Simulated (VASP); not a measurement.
# CdF2: relaxation of cell and atoms with revPBE

Crystal: CdF2.

```xyz
3
Lattice="0.0000 2.6940 2.6940 2.6940 0.0000 2.6940 2.6940 2.6940 0.0000" Properties=species:S:1:pos:R:3 pbc="T T T"
Cd    0.0000    0.0000    0.0000
F     4.0410    4.0410    4.0410
F     1.3470    1.3470    1.3470
```

```yaml
Program: VASP 6.6.1
Task: relaxation of cell and atoms
Functional: revPBE
Potentials_or_basis: VASP PAW PBE potentials, release 64 (Cd_sv_GW, F)
Cutoff: 600 eV
k_mesh: 9 × 9 × 9
Occupations: fermi-dirac, width 0.05 eV
Spin: no spin polarisation
Dipole_correction: no
Further_INCAR_settings: ALGO = Normal; EDIFF = 1e-07; IBRION = 2; EDIFFG = -0.01; NSW = 60; ISIF = 3
```

The relaxed volume is 14.06 Å³/atom. The relaxed cell is a = 3.907 Å, b = 3.907 Å, c = 3.907 Å, α = 60.00°, β = 60.00°, γ = 60.00° and the space group after relaxing (to 0.1 Å) is Fm-3m (No. 225). The energy gained by relaxing is 24.5 meV/atom, the ionic steps are 3 and the pressure after relaxing is 0.0 GPa. The band gap on the k mesh is 3.00 eV (least direct gap 3.56 eV).

Step by step:
```csv
step,energy change (eV),largest force (eV/Å),pressure (GPa),volume (Å³)
1,0.0000,0.0000,8.18,39.10
2,-0.0695,0.0000,-1.62,42.99
3,-0.0736,0.0000,0.02,42.19
```

Final structure:
```yaml
crystal:
  lattice:
    - [0.00000, 2.76301, 2.76301]
    - [2.76301, 0.00000, 2.76301]
    - [2.76301, 2.76301, 0.00000]
  atoms:
    - { symbol: Cd, position: [0.00000, 0.00000, 0.00000] }
    - { symbol: F, position: [0.75000, 0.75000, 0.75000] }
    - { symbol: F, position: [0.25000, 0.25000, 0.25000] }
```

Levels at points of the mesh, in eV from the valence-band top:
| k point | band 15 | band 16 | band 17 | band 18 | band 19 | band 20 |
| --- | --- | --- | --- | --- | --- | --- |
| (0.00, 0.00, 0.00) | -0.56 | -0.56 | -0.56 | 3.00 | 12.53 | 12.53 |

Wall time 82 s on 1 thread of AMD EPYC 7R13 Processor (Zen 3), with other jobs on the host, peak memory 0.18 GiB.

Caveat: the PAW data sets were made with another functional, which shifts forces and pressure a little; an odd mesh through Γ misses points on the zone boundary, where band edges can lie. revPBE gives volumes clearly too large for solids.
